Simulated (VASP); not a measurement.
Mg: relaxation of cell and atoms with PBEsol

The system is Mg.

```
Mg
1.0
     3.17683    0.00000    0.00000
    -1.58841    2.75121    0.00000
     0.00000    0.00000   10.31886
Mg
4
Direct
  0.66667 0.33333 0.75000
  0.00000 0.00000 0.50000
  0.33333 0.66667 0.25000
  0.00000 0.00000 0.00000
```

```yaml
Program: VASP 6.6.1
Task: relaxation of cell and atoms
Functional: PBEsol
Potentials_or_basis: VASP PAW PBE potentials, release 64 (Mg)
Cutoff: 600 eV
k_mesh: 10 × 10 × 3
Occupations: fermi-dirac, width 0.05 eV
Spin: no spin polarisation
Target_pressure: 2 GPa
Dipole_correction: no
Further_INCAR_settings: ALGO = Fast; EDIFF = 1e-06; IBRION = 2; EDIFFG = -0.01; NSW = 60; ISIF = 3
```

- Relaxed volume: 21.55 Å³/atom
- Relaxed cell: a = 3.114 Å, b = 3.114 Å, c = 10.264 Å, α = 90.00°, β = 90.00°, γ = 120.00°
- Space group after relaxing (to 0.1 Å): P6_3/mmc (No. 194)
- Energy change on relaxing (the run minimises the enthalpy): +5.8 meV/atom
- Ionic steps: 5
- Pressure after relaxing: 2.0 GPa
- Band gap on the k mesh: zero (bands 4 and 5 overlap by 1.95 eV)

The path:
| step | energy change (eV) | largest force (eV/Å) | pressure (GPa) | volume (Å³) |
| --- | --- | --- | --- | --- |
| 1 | 0.0000 | 0.0000 | 0.13 | 90.19 |
| 2 | 0.0172 | 0.0000 | 1.70 | 86.79 |
| 3 | 0.0248 | 0.0000 | 2.05 | 86.11 |
| 4 | 0.0238 | 0.0000 | 2.03 | 86.16 |
| 5 | 0.0230 | 0.0000 | 2.02 | 86.20 |

Final structure:
```yaml
crystal:
  lattice:
    - [3.11409, 0.00000, 0.00000]
    - [-1.55704, 2.69688, 0.00000]
    - [0.00000, 0.00000, 10.26398]
  atoms:
    - { symbol: Mg, position: [0.66667, 0.33333, 0.75000] }
    - { symbol: Mg, position: [0.00000, 0.00000, 0.50000] }
    - { symbol: Mg, position: [0.33333, 0.66667, 0.25000] }
    - { symbol: Mg, position: [0.00000, 0.00000, 0.00000] }
```

Levels at points of the mesh, in eV from the Fermi level:
```tsv
k point	band 1	band 2	band 3	band 4	band 5	band 6	band 7	band 8
(0.00, 0.00, 0.00)	-7.32	-5.90	-5.90	-1.99	-1.49	4.86	4.87	11.38
(0.50, 0.00, 0.00)	-2.32	-2.27	-1.25	-1.19	-0.61	-0.55	2.69	2.82
```

Wall time 33 s on 1 thread of Intel(R) Xeon(R) 6975P-C (Granite Rapids), on a shared host, peak memory 0.25 GiB.

Caveat: the cell is relaxed towards a set pressure, so the run minimises the enthalpy, not the energy; the PAW data sets were made with another functional, which shifts forces and pressure a little.
